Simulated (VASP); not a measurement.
HfN: single point with PBEsol

The system is HfN.

```
Hf N
1.0
     3.18289    0.00000    0.00000
     1.59144    2.75646    0.00000
     1.59144    0.91882    2.59882
Hf N
1 1
Cartesian
  0.0000 0.0000 0.0000
  3.1829 1.8376 1.2994
```

- Program: VASP 6.6.1
- Task: single point
- Functional: PBEsol
- Potentials or basis: VASP PAW PBE potentials, release 64 (Hf_pv, N)
- Cutoff: 520 eV
- k mesh: 10 × 10 × 10
- Occupations: methfessel-paxton, width 0.1 eV
- Spin: no spin polarisation

```json
{
  "Pressure": "-2.1 GPa"
}
```

Levels at points of the mesh, in eV from the Fermi level:
| k point | band 5 | band 6 | band 7 | band 8 | band 9 | band 10 | band 11 | band 12 |
| --- | --- | --- | --- | --- | --- | --- | --- | --- |
| (0.00, 0.00, 0.00) | -3.03 | -3.03 | -3.03 | -0.40 | -0.40 | -0.40 | 1.89 | 1.95 |
| (0.50, 0.00, 0.00) | -9.00 | -6.26 | -6.26 | 3.32 | 3.74 | 3.74 | 4.44 | 8.98 |
| (0.50, 0.50, 0.00) | -5.42 | -3.92 | -3.70 | -3.70 | 4.13 | 5.61 | 5.61 | 5.72 |

Wall time 7 s on 1 thread of Intel(R) Xeon(R) Platinum 8559C (Emerald Rapids), with other jobs on the host, peak memory 0.14 GiB.

Caveat: the PAW data sets were made with another functional, which shifts forces and pressure a little; spin-orbit coupling is left out, which moves the levels of the heavy elements.
